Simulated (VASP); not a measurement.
InBi2B:

```
CELL_PARAMETERS angstrom
4.24301 0.00000 0.00000
0.00000 4.24301 0.00000
0.00000 0.00000 6.00052
ATOMIC_POSITIONS crystal
B 0.00000 0.00000 0.00000
Bi 0.00000 0.50000 0.25000
Bi 0.50000 0.00000 0.75000
In 0.50000 0.50000 0.50000
```

| Property | Result |
| --- | --- |
| Program | VASP 6.6.1 |
| Task | relaxation of cell and atoms |
| Functional | PBE |
| Potentials or basis | VASP PAW PBE potentials, release 64 (B, Bi_d, In_d) |
| Cutoff | 600 eV |
| k mesh | 6 × 6 × 4 |
| Occupations | fermi-dirac, width 0.02 eV |
| Spin | no spin polarisation |

At the start: pressure 10.5 GPa; volume 27.01 Å³/atom.

Q: How do energy, volume and symmetry change on relaxing?

A: Over 15 steps the energy falls by 388.9 meV/atom and the volume is 29.92 Å³/atom (+10.8 %); space group P-4m2 (No. 115, to 0.05 Å).

Step by step:
```csv
step,energy change (eV),largest force (eV/Å),pressure (GPa),volume (Å³)
1,0.0000,4.2105,10.51,108.03
2,-1.1338,0.6760,-4.22,138.15
3,-1.2070,1.1974,-2.43,130.61
4,-1.4262,0.7054,-1.28,124.65
5,-1.5176,0.1534,0.50,118.73
6,-1.5184,0.0893,0.73,118.09
7,-1.5375,0.0525,0.07,119.82
8,-1.5420,0.1528,-0.47,121.22
9,-1.5517,0.1532,-0.09,120.09
10,-1.5527,0.1483,0.05,119.64
11,-1.5550,0.0619,-0.05,119.87
12,-1.5553,0.0131,-0.10,120.00
13,-1.5553,0.0079,-0.09,120.01
14,-1.5554,0.0054,0.05,119.53
15,-1.5555,0.0009,0.01,119.67
```

Final structure:
```
B Bi In
1.0
     4.25764    0.00000    0.00000
     0.00000    4.25764    0.00000
     0.00000    0.00000    6.60164
B Bi In
1 2 1
Direct
  0.00000 0.00000 0.00000
  0.00000 0.50000 0.19680
  0.50000 0.00000 0.80320
  0.50000 0.50000 0.50000
```
